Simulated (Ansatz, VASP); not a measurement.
## One calculation of Mg2FeH6, two programs

```
CELL_PARAMETERS angstrom
0.00000 3.20102 3.20102
3.20102 0.00000 3.20102
3.20102 3.20102 0.00000
ATOMIC_POSITIONS crystal
Mg 0.25000 0.25000 0.25000
Mg 0.75000 0.75000 0.75000
Fe 0.00000 0.00000 0.00000
H 0.75662 0.24338 0.24338
H 0.24338 0.75662 0.24338
H 0.24338 0.75662 0.75662
H 0.75662 0.24338 0.75662
H 0.24338 0.24338 0.75662
H 0.75662 0.75662 0.24338
```

Alike in both runs: task relaxation of the atoms; functional LDA; k mesh 8 × 8 × 8; occupations gaussian, width 0.02 eV; no spin polarisation.

|  | VASP | Ansatz |
| --- | --- | --- |
| version | VASP 6.6.1 | Ansatz 0.2.0 |
| potentials or method | VASP PAW LDA potentials, release 64 (Mg, Fe, H), cutoff 520 eV | scalar-relativistic, plane waves, PAW |
| valence electrons in the cell | 18 | 42 |

Ansatz gave:

| Property | Result |
| --- | --- |
| gap on the k mesh at the Fermi level, each at its own relaxed structure (eV) | 1.75 |

Q: Estimate VASP's values.

A: gap on the k mesh at the Fermi level, each at its own relaxed structure (eV): 1.72.

LDA's correlation is that of Perdew and Zunger in VASP and of Perdew and Wang (1992) in Ansatz. VASP's potentials hold 18 valence electrons a cell and Ansatz's 42, so a difference there can come from the potentials and not from the codes. Ansatz's warnings: stress scf threshold loose.
